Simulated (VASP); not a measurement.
Here is a VASP 6.6.1 calculation.

INCAR

```
SYSTEM = Bi2Te3
PREC     = Accurate       ! precision mode
ENCUT    = 520            ! plane-wave cutoff, eV
EDIFF    = 1E-8           ! SCF threshold, eV
ISMEAR   = -1             ! smearing method
SIGMA    = 0.08           ! smearing width, eV
LREAL    = .FALSE.        ! projectors in reciprocal space
LASPH    = .TRUE.         ! aspherical terms in the spheres
NELM     = 60             ! most SCF steps
ALGO     = Normal         ! electronic algorithm
ISIF     = 2              ! what is computed and relaxed
LWAVE    = .FALSE.        ! write WAVECAR
LCHARG   = .FALSE.        ! write CHGCAR
GGA      = PS             ! functional
LEFG     = .TRUE.       
NBANDS   = 32             ! bands
```

File KPOINTS:

```
Automatic mesh
0
G
  7 7 7
  0 0 0
```

File POSCAR:

```
Bi2Te3
1.0
    2.1930005584      1.2661294627     10.2673267000
   -2.1930005584      1.2661294627     10.2673267000
    0.0000000000     -2.5322589254     10.2673267000
Bi Te
2 3
Direct
    0.4000000000      0.4000000000      0.4000000000
    0.6000000000      0.6000000000      0.6000000000
    0.0000000000      0.0000000000      0.0000000000
    0.2095000000      0.2095000000      0.2095000000
    0.7905000000      0.7905000000      0.7905000000
```

Potentials or basis: VASP PAW PBE potentials, release 64 (Bi_d, Te).

Launch:

```console
$ cat potpaw_PBE.64/Bi_d/POTCAR potpaw_PBE.64/Te/POTCAR > POTCAR
$ mpirun -np 1 vasp_std > vasp.out
```

Task: What does it give for the pressure?

Result: -1.1 GPa.

Task: Predict the band gap on the k mesh.

Result: 0.26 eV.

Task: Predict the largest force.

Result: 0.183 eV/Å.

Stress tensor (GPa, compression positive):
```
-0.88  0.00  0.00
 0.00 -0.88  0.00
 0.00  0.00 -1.54
```

Caveat: the cell differs from its parent crystal (zz strain of +1 %); without QUAD_EFG the Cq values of the log hold for a quadrupole moment of 1 mb, not for the nuclei; the PAW data sets were made with another functional, which shifts forces and pressure a little; spin-orbit coupling is left out, which moves the levels of the heavy elements. A k mesh can miss the band edges.
